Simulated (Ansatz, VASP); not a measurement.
**One calculation of Al, two programs**

```
Al
1.0
    -0.04048    2.00374    2.00374
     2.00374   -0.04048    2.00374
     2.00374    2.00374   -0.04048
Al
1
Cartesian
  0.0000 0.0000 0.0000
```

Change from the starting cell: equal xy, yz and zx shear strains of -2 %.

Alike in both runs: task single point; functional PBE; k mesh 14 × 14 × 14; occupations fermi-dirac, width 0.05 eV; no spin polarisation.

|  | VASP | Ansatz |
| --- | --- | --- |
| version | VASP 6.6.1 | Ansatz 0.2.0 |
| potentials or method | VASP PAW PBE potentials, release 64 (Al), cutoff 520 eV | all-electron LAPW, scalar-relativistic |

```csv
,VASP,Ansatz,Ansatz less VASP
pressure (GPa),-0.5,-0.5,+0.04
"traceless stress, the component that is largest in VASP (GPa)",-0.07,-0.07,+0.002
```

Ansatz ran all-electron here, and VASP with PAW potentials.
